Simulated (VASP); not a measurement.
Mo, 1 atom in the cell. The structure is cubic, space group Im-3m (No. 229). The conventional cell has a = 3.111 Å, b = 3.111 Å, c = 3.111 Å, α = 90.00°, β = 90.00°, γ = 90.00°. Mo (site symmetry m-3m) has 14 Mo at 2.69 to 3.11 Å within 3.6 Å. 

| Quantity | Value |
| --- | --- |
| Program | VASP 6.6.1 |
| Task | single point |
| Functional | LDA |
| Potentials or basis | VASP PAW LDA potentials, release 64 (Mo_sv) |
| Cutoff | 520 eV |
| k mesh | 13 × 8 × 27 |
| Occupations | gaussian, width 0.1 eV |
| Spin | no spin polarisation |
| Dipole correction | no |
| Further INCAR settings | ALGO = Fast; EDIFF = 1e-06; NBANDS = 13; ISYM = 0 |

Potentials or basis: VASP PAW LDA potentials, release 64 (Mo_sv).

The run is started by

```console
$ cat potpaw_LDA.64/Mo_sv/POTCAR > POTCAR
$ mpirun -np 1 vasp_std > vasp.out
```

Hardware: 1 thread of AMD EPYC 7R13 (shared host).

Estimate the wall time of this run.

Wall time 13 min on 1 thread of AMD EPYC 7R13, with other jobs on the host, peak memory 0.32 GiB. Counts: scf iterations 12, k points 1405.
